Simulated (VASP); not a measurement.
# SiO2 (P4_2/mnm) in VASP: notebook

SiO2 is run at these levels: PBE; tasks: single point.

Everything below comes from runs of VASP 6.6.1. Logs are shortened: lines on timing, memory, paths and dates and some standing lists are left out, and cuts for length are marked.

**1. The cell of the first run**

It takes space group P4_2/mnm (No. 136, tetragonal). Conventional cell: a = 4.179 Å, b = 4.179 Å, c = 2.653 Å, α = 90.00°, β = 90.00°, γ = 90.00°. Within 2.3 Å of Si (site symmetry mmm) lie 6 O at 1.75 to 1.81 Å. O (site symmetry m2m) has 3 Si at 1.75 to 1.81 Å and 1 O at 2.28 Å within 2.3 Å.

**2. Single point, PBE (7.72 Å³/atom)**

File INCAR:

```
SYSTEM = SiO2
PREC = Accurate
ENCUT = 520
EDIFF = 1E-6
ISMEAR = 0
SIGMA = 0.05
LREAL = .FALSE.
LASPH = .TRUE.
NELM = 80
ALGO = Normal
ISIF = 2
LWAVE = .FALSE.
LCHARG = .FALSE.
GGA = PE
NBANDS = 25
```

File KPOINTS:

```
Automatic mesh
0
G
  6 6 10
  0 0 0
```

File POSCAR:

```
SiO2
1.0
    4.1786523903      0.0000000000      0.0000000000
    0.0000000000      4.1786523903      0.0000000000
    0.0000000000      0.0000000000      2.6534356375
Si O
2 4
Direct
    0.5000000000      0.5000000000      0.5000000000
    0.0000000000      0.0000000000      0.0000000000
    0.6930127928      0.6930127928      0.0000000000
    0.1930127928      0.8069872072      0.5000000000
    0.3069872072      0.3069872072      0.0000000000
    0.8069872072      0.1930127928      0.5000000000
```

Potentials or basis: VASP PAW PBE potentials, release 64 (Si, O).

On the command line:

```
cat potpaw_PBE.64/Si/POTCAR potpaw_PBE.64/O/POTCAR > POTCAR
mpirun -np 1 vasp_std > vasp.out
```

OUTCAR:

```text
SYSTEM = SiO2
   PREC = Accurate
   ENCUT = 520
   EDIFF = 1E-6
   ISMEAR = 0
   LREAL = .FALSE.
   LASPH = .TRUE.
   NELM = 80
   ISIF = 2
   GGA = PE

 ion  position               nearest neighbor table
   1  0.500  0.500  0.500-   3 1.75   5 1.75   3 1.75   5 1.75   4 1.81   6 1.81
   2  0.000  0.000  0.000-   4 1.75   6 1.75   4 1.75   6 1.75   5 1.81   3 1.81
   3  0.693  0.693  0.000-   1 1.75   1 1.75   2 1.81
   4  0.193  0.807  0.500-   2 1.75   2 1.75   1 1.81
   5  0.307  0.307  0.000-   1 1.75   1 1.75   2 1.81
   6  0.807  0.193  0.500-   2 1.75   2 1.75   1 1.81

  LATTYP: Found a simple tetragonal cell.
 ALAT       =     4.1786523903
 C/A-ratio  =     0.6349979347

  Lattice vectors:

 A1 = (   4.1786523903,   0.0000000000,   0.0000000000)
 A2 = (   0.0000000000,   4.1786523903,   0.0000000000)
 A3 = (   0.0000000000,   0.0000000000,   2.6534356375)

Analysis of symmetry for initial positions (statically):
=====================================================================
 Subroutine PRICEL returns:
 Original cell was already a primitive cell.

 Routine SETGRP: Setting up the symmetry group for a
 simple tetragonal supercell.

 Subroutine GETGRP returns: Found 16 space group operations
 (whereof  8 operations were pure point group operations)
 out of a pool of 16 trial point group operations.

The static configuration has the point symmetry D_2h.
 The point group associated with its full space group is D_4h.

Analysis of symmetry for dynamics (positions and initial velocities):
=====================================================================
 Subroutine PRICEL returns:
 Original cell was already a primitive cell.

 Routine SETGRP: Setting up the symmetry group for a
 simple tetragonal supercell.

 Subroutine GETGRP returns: Found 16 space group operations
 (whereof  8 operations were pure point group operations)
 out of a pool of 16 trial point group operations.

The dynamic configuration has the point symmetry D_2h.
 The point group associated with its full space group is D_4h.

 Subroutine INISYM returns: Found 16 space group operations
 (whereof  8 operations are pure point group operations),
 and found     1 'primitive' translations

----------------------------------------------------------------------------------------

                                     Primitive cell

  volume of cell :      46.3320

  direct lattice vectors                    reciprocal lattice vectors
     4.178652390  0.000000000  0.000000000     0.239311603  0.000000000  0.000000000
     0.000000000  4.178652390  0.000000000     0.000000000  0.239311603  0.000000000
     0.000000000  0.000000000  2.653435637     0.000000000  0.000000000  0.376869891

  length of vectors
     4.178652390  4.178652390  2.653435637     0.239311603  0.239311603  0.376869891

  position of ions in fractional coordinates (direct lattice)
     0.500000000  0.500000000  0.500000000
     0.000000000  0.000000000  0.000000000
     0.693012793  0.693012793  0.000000000
     0.193012793  0.806987207  0.500000000
     0.306987207  0.306987207  0.000000000
     0.806987207  0.193012793  0.500000000

  ion indices of the primitive-cell ions
   primitive index   ion index
                 1           1
                 2           2
                 3           3
                 4           4
                 5           5
                 6           6

----------------------------------------------------------------------------------------

 KPOINTS: Automatic mesh

Automatic generation of k-mesh.
 Grid dimensions read from file:
 generate k-points for:    6    6   10

 Generating k-lattice:

  Cartesian coordinates                     Fractional coordinates (reciprocal lattice)
     0.039885267  0.000000000  0.000000000     0.166666667  0.000000000  0.000000000
     0.000000000  0.039885267  0.000000000     0.000000000  0.166666667  0.000000000
     0.000000000  0.000000000  0.037686989     0.000000000  0.000000000  0.100000000

  Length of vectors
     0.039885267  0.039885267  0.037686989

  Shift w.r.t. Gamma in fractional coordinates (k-lattice)
     0.000000000  0.000000000  0.000000000

 Subroutine IBZKPT returns following result:
 ===========================================

 Found     60 irreducible k-points:

 Following reciprocal coordinates:
            Coordinates               Weight
  0.000000  0.000000  0.000000      1.000000
  0.166667  0.000000  0.000000      4.000000
  0.333333  0.000000  0.000000      4.000000
  0.500000  0.000000  0.000000      2.000000
  0.166667  0.166667  0.000000      4.000000
  0.333333  0.166667  0.000000      8.000000
[... 16 lines left out ...]
  0.333333  0.000000  0.200000      8.000000
  0.500000  0.000000  0.200000      4.000000
 [... further k-points ...]
   k-points           NKPTS =     60   k-points in BZ     NKDIM =     60   number of bands    NBANDS=     25
   number of dos      NEDOS =    301   number of ions     NIONS =      6
   total plane-waves  NPLWV =  20480
   dimension x,y,z NGX =    32 NGY =   32 NGZ =   20
   dimension x,y,z NGXF=    64 NGYF=   64 NGZF=   40
   ions per type =               2   4
   NGX,Y,Z   is equivalent  to a cutoff of  12.73, 12.73, 12.53 a.u.
   NGXF,Y,Z  is equivalent  to a cutoff of  25.46, 25.46, 25.06 a.u.
 SYSTEM =  SiO2
   PREC   = accura    normal or accurate (medium, high low for compatibility)
   ISTART =      0    job   : 0-new  1-cont  2-samecut
   ICHARG =      2    charge: 1-file 2-atom 10-const
   ISPIN  =      1    spin polarized calculation?
   LNONCOLLINEAR =      F non collinear calculations
   LSORBIT =      F    spin-orbit coupling
   LASPH  =      T    aspherical Exc in radial PAW
   ENCUT  =  520.0 eV  38.22 Ry    6.18 a.u.   7.77  7.77  4.93*2*pi/ulx,y,z
   NELM   =     80;   NELMIN=  2; NELMDL= -5     # of ELM steps
   EDIFF  = 0.1E-05   stopping-criterion for ELM
   LREAL  =      F    real-space projection
   EDIFFG = 0.1E-04   stopping-criterion for IOM
   NSW    =      0    number of steps for IOM
   IBRION =     -1    ionic relax: 0-MD 1-quasi-New 2-CG
   NFREE  =      0    steps in history (QN), initial steepest desc. (CG)
   ISIF   =      2    stress and relaxation
   ISYM   =      2    0-nonsym 1-usesym 2-fastsym
   POTIM  = 0.5000    time-step for ionic-motion
   TEBEG  =    0.0;   TEEND  =   0.0 temperature during run
   PSTRESS=    0.0 pullay stress
   NELECT =      32.0000    total number of electrons
   NUPDOWN=      -1.0000    fix difference up-down
   EMIN   =  10.00;   EMAX   =-10.00  energy-range for DOS
   EFERMI =   0.00;   METHOD = LEGACY
   ISMEAR =     0;   SIGMA  =   0.05  broadening in eV -4-tet -1-fermi 0-gaus
   EFERMI_NEDOS =   21; number of points for ismear=-14 and -15
   IALGO  =     38    algorithm
   IMIX   =      4    mixing-type and parameters
     AMIX     =   0.40;   BMIX     =  1.00
     AMIX_MAG =   1.60;   BMIX_MAG =  1.00
  volume/ion in A,a.u.               =       7.72        52.11
  Fermi-wavevector in a.u.,A,eV,Ry     =   1.447098  2.734618 28.491842  2.094091
  Thomas-Fermi vector in A             =   2.565091
   LORBIT       =      0    0 simple, 1 ext, 2 COOP (PROOUT), +10 PAW based schemes
   GGA     = PE    functional components
   LHFCALC =     F    Hartree Fock is set to
   AEXX    =    0.0000 exact exchange contribution
   IVDW    =     0    specifies the selected vdW correction
   LEPSILON=     F    determine dielectric tensor
   LRPA    =     F    only Hartree local field effects (RPA)
 non-spin polarized calculation
 Gauss-broadening in eV      SIGMA  =   0.05
  energy-cutoff  :      520.00
  volume of cell :       46.33
 maximum number of plane-waves:      1268
 NGX is ok and might be reduce to    32
   NGX = 15   NGY = 15   NGZ =  9

 number of electron      31.9999983 magnetization

 Free energy of the ion-electron system (eV)
  ---------------------------------------------------
  ext. energy  EPLUGINS =         0.00000000
  ---------------------------------------------------
  free energy    TOTEN  =       -46.23194202 eV

  energy without entropy =      -46.23194202  energy(sigma->0) =      -46.23194202

 E-fermi :   8.5988     XC(G=0): -12.2926

 val. band max:        8.2903500952   @ k =   0.0000   0.0000   0.0000
 cond. band min:      14.0464955520   @ k =   0.0000   0.0000   0.0000
 fundamental gap:      5.7561454567
 Fermi energy:         8.5987563893

 k-point     1 :       0.0000    0.0000    0.0000
  band No.  band energies     occupation
      1     -14.3486      2.00000
      2     -10.6785      2.00000
      3     -10.6785      2.00000
      4     -10.5140      2.00000
      5      -2.5537      2.00000
      6       1.8297      2.00000
[... 17 lines left out ...]
     24      22.5483      0.00000
     25      24.1820      0.00000

 k-point     2 :       0.1667    0.0000    0.0000
  band No.  band energies     occupation
      1     -14.2033      2.00000
      2     -11.3752      2.00000
      3     -10.6056      2.00000
      4     -10.1203      2.00000
      5      -2.3683      2.00000
      6       1.0727      2.00000
[... 17 lines left out ...]
     24      21.9879      0.00000
     25      23.9834      0.00000

 k-point     3 :       0.3333    0.0000    0.0000
  band No.  band energies     occupation
      1     -13.7786      2.00000
      2     -12.2687      2.00000
      3     -10.4109      2.00000
      4     -10.0168      2.00000
      5      -1.8516      2.00000
      6      -0.0532      2.00000
[... 552 lines left out ...]
 k-point    23 :       0.3333    0.0000    0.2000
  band No.  band energies     occupation
      1     -13.2819      2.00000
      2     -11.8907      2.00000
      3     -10.2158      2.00000
      4      -9.9557      2.00000
      5      -1.4859      2.00000
      6       0.2994      2.00000
[... 17 lines left out ...]
     24      21.2903      0.00000
     25      22.6016      0.00000

 k-point    24 :       0.5000    0.0000    0.2000
  band No.  band energies     occupation
      1     -12.6594      2.00000
      2     -12.6594      2.00000
      3     -10.0469      2.00000
      4     -10.0469      2.00000
      5      -0.6413      2.00000
      6      -0.6413      2.00000
[... 17 lines left out ...]
     24      20.9936      0.00000
     25      22.4921      0.00000

 [... further k-points ...]

------------------------ aborting loop because EDIFF is reached ----------------------------------------

  FORCE on cell =-STRESS in cart. coord.  units (eV):
  Direction    XX          YY          ZZ          XY          YZ          ZX
  --------------------------------------------------------------------------------------
  -------------------------------------------------------------------------------------
  Total        3.5414761      3.5414761      4.7164304      0.0000000      0.0000000      0.0000000
  in kB      122.4655240    122.4655240    163.0958692      0.0000000      0.0000000      0.0000000
  external PRESSURE =     136.0089724 kB  Pullay stress =       0.0000000 kB

 VOLUME and BASIS-vectors are now :
 -----------------------------------------------------------------------------
  energy-cutoff  :      520.00
  volume of cell :       46.33
      direct lattice vectors                 reciprocal lattice vectors
     4.178652390  0.000000000  0.000000000     0.239311603  0.000000000  0.000000000
     0.000000000  4.178652390  0.000000000     0.000000000  0.239311603  0.000000000
     0.000000000  0.000000000  2.653435637     0.000000000  0.000000000  0.376869891

 POSITION                                       TOTAL-FORCE (eV/Angst)
 -----------------------------------------------------------------------------------
      2.08933      2.08933      1.32672         0.000000     -0.000000     -0.000000
      0.00000      0.00000      0.00000         0.000000     -0.000000     -0.000000
      2.89586      2.89586      0.00000         0.227326      0.227326     -0.000000
      0.80653      3.37212      1.32672         0.227326     -0.227326     -0.000000
      1.28279      1.28279      0.00000        -0.227326     -0.227326      0.000000
      3.37212      0.80653      1.32672        -0.227326      0.227326     -0.000000
 -----------------------------------------------------------------------------------
    total drift:                                0.000000      0.000000     -0.000000

  FREE ENERGIE OF THE ION-ELECTRON SYSTEM (eV)
  ---------------------------------------------------
  free  energy   TOTEN  =       -46.2319420246 eV

  energy  without entropy=      -46.2319420246  energy(sigma->0) =      -46.23194202
```

Wall time 50 s (1 thread of Intel Xeon 8259CL, shared host); peak memory 0.18 GiB.

Results:

- Free energy: -46.2319 eV
- Pressure: 13.6 GPa
- Largest force: 0.321 eV/Å
- Band gap on the k mesh: 5.76 eV

Forces in eV/Å, atoms in the order of the input:
```
Si   0.000  0.000  0.000
Si   0.000  0.000  0.000
O    0.227  0.227  0.000
O    0.227 -0.227  0.000
O   -0.227 -0.227  0.000
O   -0.227  0.227  0.000
```

Stress tensor (GPa, compression positive):
```
12.25  0.00  0.00
 0.00 12.25  0.00
 0.00  0.00 16.31
```

Levels at points of the mesh, in eV from the valence-band top:
```csv
k point,band 12,band 13,band 14,band 15,band 16,band 17,band 18,band 19,band 20,band 21
"(0.00, 0.00, 0.00)",-3.14,-2.54,-0.87,-0.87,0.00,5.76,6.78,8.65,8.65,11.23
"(0.50, 0.00, 0.00)",-3.87,-2.70,-2.70,-1.09,-1.09,7.86,7.86,9.21,9.21,11.05
"(0.50, 0.50, 0.00)",-3.26,-2.62,-2.62,-2.30,-2.30,7.51,7.51,10.17,10.17,13.14
"(0.00, 0.00, 0.50)",-4.60,-3.06,-3.06,-2.71,-2.71,9.19,9.19,12.68,12.68,12.74
"(0.50, 0.00, 0.50)",-3.97,-2.30,-2.30,-1.76,-1.76,8.89,8.89,9.88,9.88,12.27
"(0.50, 0.50, 0.50)",-4.47,-1.81,-1.81,-1.55,-1.55,7.32,7.32,11.01,11.01,11.79
```

Caveat: the cell stands under pressure.

[end of part 1 of 2]
